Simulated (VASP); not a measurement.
Set up this calculation in VASP 6.6.1, as the native input.

| Quantity | Value |
| --- | --- |
| Task | single point |
| Functional | PBEsol |
| Potentials or basis | VASP PAW PBE potentials, release 64 (Zn, S) |
| Cutoff | 520 eV |
| k mesh | 8 × 8 × 5 |
| Occupations | fermi-dirac, width 0.03 eV |
| Spin | no spin polarisation |
| Dipole correction | no |
| Further INCAR settings | ALGO = Normal; EDIFF = 1e-06; NBANDS = 26 |

The structure of ZnS lies in POSCAR:

```
ZnS
1.0
    3.8109987816      0.0000000000      0.0000000000
   -1.9054993908      3.3004217586      0.0000000000
    0.0000000000      0.0000000000      6.2340000000
Zn S
2 2
Direct
    0.3333333333      0.6666666667      0.0000000000
    0.6666666667      0.3333333333      0.5000000000
    0.3333333333      0.6666666667      0.3850000000
    0.6666666667      0.3333333333      0.8850000000
```

One way to write it, as run:

INCAR

```
PREC     = Accurate       # precision mode
ENCUT    = 520            # plane-wave cutoff, eV
EDIFF    = 1E-6           # SCF threshold, eV
ISMEAR   = -1             # smearing method
SIGMA    = 0.03           # smearing width, eV
LREAL    = False          # projectors in reciprocal space
LASPH    = True           # aspherical terms in the spheres
NELM     = 80             # most SCF steps
ALGO     = Normal         # electronic algorithm
ISIF     = 2              # what is computed and relaxed
LWAVE    = False          # write WAVECAR
LCHARG   = False          # write CHGCAR
GGA      = PS             # functional
NBANDS   = 26             # bands
```

KPOINTS

```
Automatic mesh
0
Gamma
  8 8 5
```

Potentials or basis: VASP PAW PBE potentials, release 64 (Zn, S).

Command:

```bash
$ cat potpaw_PBE.64/Zn/POTCAR potpaw_PBE.64/S/POTCAR > POTCAR
$ mpirun -np 1 vasp_std > vasp.out
```

It gave:

```
Pressure               : -1.1 GPa
Largest force          : 0.309 eV/Å
Band gap on the k mesh : 2.12 eV, direct
```

Caveat: the PAW data sets were made with another functional, which shifts forces and pressure a little.

Wall time 84 s on 1 thread of AMD EPYC 7R43 64-Core Processor (Zen 3) (shared host), peak memory 0.16 GiB.
